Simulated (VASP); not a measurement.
# ZnO in VASP: further runs

The runs below take ZnO through single point, with PBE, r2SCAN.

All numbers are computed with VASP 6.6.1; they aren't measurements. Logs are shortened: lines on timing, memory, paths and dates and some standing lists are left out, and cuts for length are marked.

## (1) The cell of the first run

The structure is tetragonal, space group I4/mmm (No. 139). The conventional cell has a = 2.992 Å, b = 2.992 Å, c = 4.313 Å, α = 90.00°, β = 90.00°, γ = 90.00°. Within 2.8 Å of Zn (site symmetry 4/mmm) lie 6 O at 2.12 to 2.16 Å. Within 2.8 Å of O (site symmetry 4/mmm) lie 6 Zn at 2.12 to 2.16 Å.

## (2) Single point, PBE (epitaxial xy strain -0.8%)

INCAR

```
PREC = Accurate
ENCUT = 520
EDIFF = 1E-6
ISMEAR = -1
SIGMA = 0.02
LREAL = False
LASPH = True
NELM = 60
ALGO = Normal
ISIF = 2
LWAVE = False
LCHARG = False
GGA = PE
NBANDS = 16
```

KPOINTS

```
regular mesh
0
Gamma
  10 10 10
```

POSCAR

```
ZnO
1.0
    0.0000000000      2.1158467879      2.1562557145
    2.1158467879      0.0000000000      2.1562557145
    2.1158467879      2.1158467879      0.0000000000
Zn O
1 1
Direct
    0.0000000000      0.0000000000      0.0000000000
    0.5000000000      0.5000000000      0.5000000000
```

Potentials or basis: VASP PAW PBE potentials, release 64 (Zn, O).

Command:

```bash
$ cat potpaw_PBE.64/Zn/POTCAR potpaw_PBE.64/O/POTCAR > POTCAR
$ mpirun -np 1 vasp_std > vasp.out
```

OUTCAR:

```text
PREC = Accurate
   ENCUT = 520
   EDIFF = 1E-6
   ISMEAR = -1
   LREAL = False
   LASPH = True
   NELM = 60
   ISIF = 2
   GGA = PE

 ion  position               nearest neighbor table
   1  0.000  0.000  0.000-   2 2.12   2 2.12   2 2.12   2 2.12   2 2.16   2 2.16
   2  0.500  0.500  0.500-   1 2.12   1 2.12   1 2.12   1 2.12   1 2.16   1 2.16

  LATTYP: Found a body centered tetragonal cell.
 ALAT       =     2.9922592234
 C/A-ratio  =     1.4412225369

  Lattice vectors:

 A1 = (  -2.1158467879,   0.0000000000,   2.1562557145)
 A2 = (   2.1158467879,   0.0000000000,   2.1562557145)
 A3 = (   0.0000000000,   2.1158467879,  -2.1562557145)

Analysis of symmetry for initial positions (statically):
=====================================================================
 Subroutine PRICEL returns:
 Original cell was already a primitive cell.

 Routine SETGRP: Setting up the symmetry group for a
 body centered tetragonal supercell.

 Subroutine GETGRP returns: Found 16 space group operations
 (whereof 16 operations were pure point group operations)
 out of a pool of 16 trial point group operations.

The static configuration has the point symmetry D_4h.

Analysis of symmetry for dynamics (positions and initial velocities):
=====================================================================
 Subroutine PRICEL returns:
 Original cell was already a primitive cell.

 Routine SETGRP: Setting up the symmetry group for a
 body centered tetragonal supercell.

 Subroutine GETGRP returns: Found 16 space group operations
 (whereof 16 operations were pure point group operations)
 out of a pool of 16 trial point group operations.

The dynamic configuration has the point symmetry D_4h.

 Subroutine INISYM returns: Found 16 space group operations
 (whereof 16 operations are pure point group operations),
 and found     1 'primitive' translations

----------------------------------------------------------------------------------------

                                     Primitive cell

  volume of cell :      19.3063

  direct lattice vectors                    reciprocal lattice vectors
     0.000000000  2.115846788  2.156255714    -0.236312007  0.236312007  0.231883443
     2.115846788  0.000000000  2.156255714     0.236312007 -0.236312007  0.231883443
     2.115846788  2.115846788  0.000000000     0.236312007  0.236312007 -0.231883443

  length of vectors
     3.020967781  3.020967781  2.992259223     0.406763642  0.406763642  0.406763642

  position of ions in fractional coordinates (direct lattice)
     0.000000000  0.000000000  0.000000000
     0.500000000  0.500000000  0.500000000

  ion indices of the primitive-cell ions
   primitive index   ion index
                 1           1
                 2           2

----------------------------------------------------------------------------------------

 KPOINTS: regular mesh

Automatic generation of k-mesh.
 Grid dimensions read from file:
 generate k-points for:   10   10   10

 Generating k-lattice:

  Cartesian coordinates                     Fractional coordinates (reciprocal lattice)
    -0.023631201  0.023631201  0.023188344     0.100000000  0.000000000  0.000000000
     0.023631201 -0.023631201  0.023188344     0.000000000  0.100000000  0.000000000
     0.023631201  0.023631201 -0.023188344    -0.000000000 -0.000000000  0.100000000

  Length of vectors
     0.040676364  0.040676364  0.040676364

  Shift w.r.t. Gamma in fractional coordinates (k-lattice)
     0.000000000  0.000000000  0.000000000

 Subroutine IBZKPT returns following result:
 ===========================================

 Found    102 irreducible k-points:

 Following reciprocal coordinates:
            Coordinates               Weight
  0.000000  0.000000  0.000000      1.000000
  0.100000 -0.000000  0.000000      8.000000
  0.200000 -0.000000  0.000000      8.000000
  0.300000 -0.000000  0.000000      8.000000
  0.400000 -0.000000  0.000000      8.000000
  0.500000 -0.000000  0.000000      4.000000
[... 16 lines left out ...]
  0.300000  0.300000  0.000000      2.000000
  0.400000  0.300000  0.000000      8.000000
 [... further k-points ...]
   k-points           NKPTS =    102   k-points in BZ     NKDIM =    102   number of bands    NBANDS=     16
   number of dos      NEDOS =    301   number of ions     NIONS =      2
   total plane-waves  NPLWV =  13824
   dimension x,y,z NGX =    24 NGY =   24 NGZ =   24
   dimension x,y,z NGXF=    48 NGYF=   48 NGZF=   48
   ions per type =               1   1
   NGX,Y,Z   is equivalent  to a cutoff of  13.21, 13.21, 13.33 a.u.
   NGXF,Y,Z  is equivalent  to a cutoff of  26.41, 26.41, 26.67 a.u.
 SYSTEM =  unknown system
   PREC   = accura    normal or accurate (medium, high low for compatibility)
   ISTART =      0    job   : 0-new  1-cont  2-samecut
   ICHARG =      2    charge: 1-file 2-atom 10-const
   ISPIN  =      1    spin polarized calculation?
   LNONCOLLINEAR =      F non collinear calculations
   LSORBIT =      F    spin-orbit coupling
   LASPH  =      T    aspherical Exc in radial PAW
   ENCUT  =  520.0 eV  38.22 Ry    6.18 a.u.   5.62  5.62  5.56*2*pi/ulx,y,z
   NELM   =     60;   NELMIN=  2; NELMDL= -5     # of ELM steps
   EDIFF  = 0.1E-05   stopping-criterion for ELM
   LREAL  =      F    real-space projection
   EDIFFG = 0.1E-04   stopping-criterion for IOM
   NSW    =      0    number of steps for IOM
   IBRION =     -1    ionic relax: 0-MD 1-quasi-New 2-CG
   NFREE  =      0    steps in history (QN), initial steepest desc. (CG)
   ISIF   =      2    stress and relaxation
   ISYM   =      2    0-nonsym 1-usesym 2-fastsym
   POTIM  = 0.5000    time-step for ionic-motion
   TEBEG  =    0.0;   TEEND  =   0.0 temperature during run
   PSTRESS=    0.0 pullay stress
   NELECT =      18.0000    total number of electrons
   NUPDOWN=      -1.0000    fix difference up-down
   EMIN   =  10.00;   EMAX   =-10.00  energy-range for DOS
   EFERMI =   0.00;   METHOD = LEGACY
   ISMEAR =    -1;   SIGMA  =   0.02  broadening in eV -4-tet -1-fermi 0-gaus
   EFERMI_NEDOS =   21; number of points for ismear=-14 and -15
   IALGO  =     38    algorithm
   IMIX   =      4    mixing-type and parameters
     AMIX     =   0.40;   BMIX     =  1.00
     AMIX_MAG =   1.60;   BMIX_MAG =  1.00
  volume/ion in A,a.u.               =       9.65        65.14
  Fermi-wavevector in a.u.,A,eV,Ry     =   1.599310  3.022258 34.800898  2.557794
  Thomas-Fermi vector in A             =   2.696623
   LORBIT       =      0    0 simple, 1 ext, 2 COOP (PROOUT), +10 PAW based schemes
   GGA     = PE    functional components
   LHFCALC =     F    Hartree Fock is set to
   AEXX    =    0.0000 exact exchange contribution
   IVDW    =     0    specifies the selected vdW correction
   LEPSILON=     F    determine dielectric tensor
   LRPA    =     F    only Hartree local field effects (RPA)
 non-spin polarized calculation
  energy-cutoff  :      520.00
  volume of cell :       19.31
 maximum number of plane-waves:       534
   NGX = 11   NGY = 11   NGZ = 11

 number of electron      17.9999998 magnetization

 Free energy of the ion-electron system (eV)
  ---------------------------------------------------
  ext. energy  EPLUGINS =         0.00000000
  ---------------------------------------------------
  free energy    TOTEN  =        -8.59486710 eV

  energy without entropy =       -8.59486710  energy(sigma->0) =       -8.59486710

 E-fermi :   3.4399     XC(G=0): -12.3798

 val. band max:        2.9529187418   @ k =   0.5000  -0.0000   0.0000
 cond. band min:       3.8440404018   @ k =   0.0000   0.0000   0.0000
 fundamental gap:      0.8911216600
 Fermi energy:         3.4398775136

 k-point     1 :       0.0000    0.0000    0.0000
  band No.  band energies     occupation
      1     -15.8465      2.00000
      2      -2.0112      2.00000
      3      -1.9822      2.00000
      4      -1.9822      2.00000
      5      -1.7906      2.00000
      6      -1.7502      2.00000
[... 8 lines left out ...]
     15      22.0662      0.00000
     16      22.7316      0.00000

 k-point     2 :       0.1000   -0.0000    0.0000
  band No.  band energies     occupation
      1     -15.7329      2.00000
      2      -2.0806      2.00000
      3      -2.0215      2.00000
      4      -1.9978      2.00000
      5      -1.8735      2.00000
      6      -1.8560      2.00000
[... 8 lines left out ...]
     15      22.5400      0.00000
     16      22.7072      0.00000

 k-point     3 :       0.2000   -0.0000    0.0000
  band No.  band energies     occupation
      1     -15.4188      2.00000
      2      -2.5124      2.00000
      3      -2.3057      2.00000
      4      -2.2951      2.00000
      5      -1.8164      2.00000
      6      -1.8153      2.00000
[... 8 lines left out ...]
     15      23.3731      0.00000
     16      23.4294      0.00000

 k-point     4 :       0.3000   -0.0000    0.0000
  band No.  band energies     occupation
      1     -14.9895      2.00000
      2      -3.4266      2.00000
      3      -2.6504      2.00000
      4      -2.6440      2.00000
      5      -1.6999      2.00000
      6      -1.6898      2.00000
[... 8 lines left out ...]
     15      24.8060      0.00000
     16      24.8270      0.00000
[... 324 lines left out ...]
 k-point    22 :      -0.2000    0.2000    0.0000
  band No.  band energies     occupation
      1     -14.8616      2.00000
      2      -3.4840      2.00000
      3      -2.7678      2.00000
      4      -2.4921      2.00000
      5      -1.7708      2.00000
      6      -1.5603      2.00000
[... 8 lines left out ...]
     15      24.8186      0.00000
     16      26.1977      0.00000

 k-point    23 :       0.3000    0.3000    0.0000
  band No.  band energies     occupation
      1     -14.8589      2.00000
      2      -3.3145      2.00000
      3      -2.2900      2.00000
      4      -1.8081      2.00000
      5      -1.8081      2.00000
      6      -1.6239      2.00000
[... 8 lines left out ...]
     15      30.5216      0.00000
     16      31.4083      0.00000

 k-point    24 :       0.4000    0.3000    0.0000
  band No.  band energies     occupation
      1     -14.6155      2.00000
      2      -3.3445      2.00000
      3      -2.4214      2.00000
      4      -1.9525      2.00000
      5      -1.7226      2.00000
      6      -1.5269      2.00000
[... 8 lines left out ...]
     15      30.8144      0.00000
     16      31.0070      0.00000

 [... further k-points ...]

------------------------ aborting loop because EDIFF is reached ----------------------------------------

  FORCE on cell =-STRESS in cart. coord.  units (eV):
  Direction    XX          YY          ZZ          XY          YZ          ZX
  --------------------------------------------------------------------------------------
  -------------------------------------------------------------------------------------
  Total        1.3767838      1.3767838      1.0696558      0.0000000      0.0000000      0.0000000
  in kB      114.2556338    114.2556338     88.7678962      0.0000000      0.0000000      0.0000000
  external PRESSURE =     105.7597213 kB  Pullay stress =       0.0000000 kB

 VOLUME and BASIS-vectors are now :
 -----------------------------------------------------------------------------
  energy-cutoff  :      520.00
  volume of cell :       19.31
      direct lattice vectors                 reciprocal lattice vectors
     0.000000000  2.115846788  2.156255714    -0.236312007  0.236312007  0.231883443
     2.115846788  0.000000000  2.156255714     0.236312007 -0.236312007  0.231883443
     2.115846788  2.115846788  0.000000000     0.236312007  0.236312007 -0.231883443

 POSITION                                       TOTAL-FORCE (eV/Angst)
 -----------------------------------------------------------------------------------
      0.00000      0.00000      0.00000        -0.000000      0.000000      0.000000
      2.11585      2.11585      2.15626         0.000000     -0.000000     -0.000000
 -----------------------------------------------------------------------------------
    total drift:                                0.000000     -0.000000     -0.000000

  FREE ENERGIE OF THE ION-ELECTRON SYSTEM (eV)
  ---------------------------------------------------
  free  energy   TOTEN  =        -8.5948671041 eV

  energy  without entropy=       -8.5948671041  energy(sigma->0) =       -8.59486710
```

Wall time 9.8 s (1 thread of Intel Xeon 6975P-C (Granite Rapids), shared host); peak memory 0.16 GiB.

Results:

```
Free energy            : -8.5949 eV
Pressure               : 10.6 GPa
Band gap on the k mesh : 0.89 eV, indirect (least direct gap 2.31 eV)
```

Levels at points of the mesh, in eV from the valence-band top:
```tsv
k point	band 7	band 8	band 9	band 10	band 11	band 12
(0.00, 0.00, 0.00)	-1.52	-1.52	-1.42	0.89	17.95	18.04
(0.50, 0.00, 0.00)	-3.68	-0.12	0.00	5.39	9.16	12.64
(0.50, 0.50, 0.00)	-4.09	-2.90	-2.90	4.24	10.53	11.40
(0.50, 0.00, 0.50)	-4.04	-3.06	-2.87	4.22	10.79	11.16
```

Caveat: the cell differs from its parent crystal (epitaxial xy strain -0.8%).

## (3) Single point, PBE (strain along [111] -3.1%)

INCAR

```
PREC = Accurate ; ENCUT = 520
EDIFF = 1E-6 ; ISMEAR = -1
SIGMA = 0.02 ; LREAL = False
LASPH = True ; NELM = 100
ALGO = Normal ; ISIF = 2
LWAVE = False ; LCHARG = False
GGA = PE ; NBANDS = 16
```

KPOINTS

```
Automatic mesh
0
Gamma
  10 10 10
```

POSCAR

```
ZnO
1.0
   -0.0446669283      2.0891035314      2.0891035314
    2.0891035314     -0.0446669283      2.0891035314
    2.0891035314      2.0891035314     -0.0446669283
Zn O
1 1
Direct
    0.0000000000      0.0000000000      0.0000000000
    0.5000000000      0.5000000000      0.5000000000
```

Potentials or basis: VASP PAW PBE potentials, release 64 (Zn, O).

Command:

```bash
$ cat potpaw_PBE.64/Zn/POTCAR potpaw_PBE.64/O/POTCAR > POTCAR
$ mpirun -np 1 vasp_std > vasp.out
```

It took 11 s on 1 thread of Intel Xeon 6975P-C (Granite Rapids), shared host; peak memory 0.16 GiB.

The run converged. Its results:

```
Free energy            : -8.5495 eV
Pressure               : 16.1 GPa
Band gap on the k mesh : 1.04 eV, indirect (least direct gap 2.41 eV)
```

Stress tensor (GPa, compression positive):
```
16.12  1.69  1.69
 1.69 16.12  1.69
 1.69  1.69 16.12
```

Levels at points of the mesh, in eV from the valence-band top:
```
           k point  band 7  band 8  band 9  band 10  band 11  band 12
(0.00, 0.00, 0.00)   -1.62   -1.62   -1.37     1.04    17.90    17.90
(0.50, 0.00, 0.00)   -3.69   -0.01    0.00     5.54     9.33    12.98
(0.50, 0.50, 0.00)   -4.01   -3.18   -2.90     4.38    10.88    11.35
(0.50, 0.50, 0.50)   -3.58   -0.04   -0.04     5.24     9.71    12.55
```

Caveat: the cell differs from its parent crystal (strain along [111] -3.1%).

## (4) Single point, r2SCAN (epitaxial xy strain -0.8%)

POSCAR

```
ZnO
1.0
    0.0000000000      2.1158467879      2.1562557145
    2.1158467879      0.0000000000      2.1562557145
    2.1158467879      2.1158467879      0.0000000000
Zn O
1 1
Direct
    0.0000000000      0.0000000000      0.0000000000
    0.5000000000      0.5000000000      0.5000000000
```

INCAR.step1

```
PREC = Accurate
ENCUT = 520
ISMEAR = 0
SIGMA = 0.01
LREAL = F
LASPH = T
NELM = 100
NBANDS = 16
GGA = PE
ALGO = Normal
EDIFF = 1E-4
LWAVE = T
LCHARG = F
```

INCAR.step2

```
PREC = Accurate
ENCUT = 520
EDIFF = 1E-7
ISMEAR = 0
SIGMA = 0.01
LREAL = F
LASPH = T
NELM = 100
ALGO = Normal
ISIF = 2
LWAVE = F
LCHARG = T
METAGGA = R2SCAN
LMIXTAU = T
LELF = T
LVHAR = T
NBANDS = 16
ISTART = 1
```

KPOINTS

```
regular mesh
0
Gamma
  10 10 10
```

Command:

```bash
$ cat potpaw_PBE.64/Zn/POTCAR potpaw_PBE.64/O/POTCAR > POTCAR
$ cp INCAR.step1 INCAR
$ mpirun -np 1 vasp_std > vasp.out
$ cp INCAR.step2 INCAR
$ mpirun -np 1 vasp_std > vasp.out
```

It took 44 s on 1 thread of Intel Xeon 6975P-C (Granite Rapids), shared host; peak memory 0.16 GiB.

It converged, with:

* Free energy: -17.9458 eV
* Pressure: 2.8 GPa
* Band gap on the k mesh: 1.52 eV, indirect (least direct gap 2.98 eV)

Stress tensor (GPa, compression positive):
```
3.54 0.00 0.00
0.00 3.54 0.00
0.00 0.00 1.40
```

Levels at points of the mesh, in eV from the valence-band top:
| k point | band 7 | band 8 | band 9 | band 10 | band 11 | band 12 |
| --- | --- | --- | --- | --- | --- | --- |
| (0.00, 0.00, 0.00) | -1.56 | -1.56 | -1.46 | 1.52 | 18.75 | 18.84 |
| (0.50, 0.00, 0.00) | -3.71 | -0.12 | 0.00 | 6.14 | 10.06 | 13.56 |
| (0.50, 0.50, 0.00) | -4.17 | -2.95 | -2.95 | 5.01 | 11.50 | 12.07 |
| (0.50, 0.00, 0.50) | -4.13 | -3.11 | -2.93 | 4.99 | 11.78 | 11.83 |

Caveat: the cell differs from its parent crystal (epitaxial xy strain -0.8%); the PAW data sets were made with another functional, which shifts forces and pressure a little. A k mesh can miss the band edges.

(Continued in part 2 of 2.)
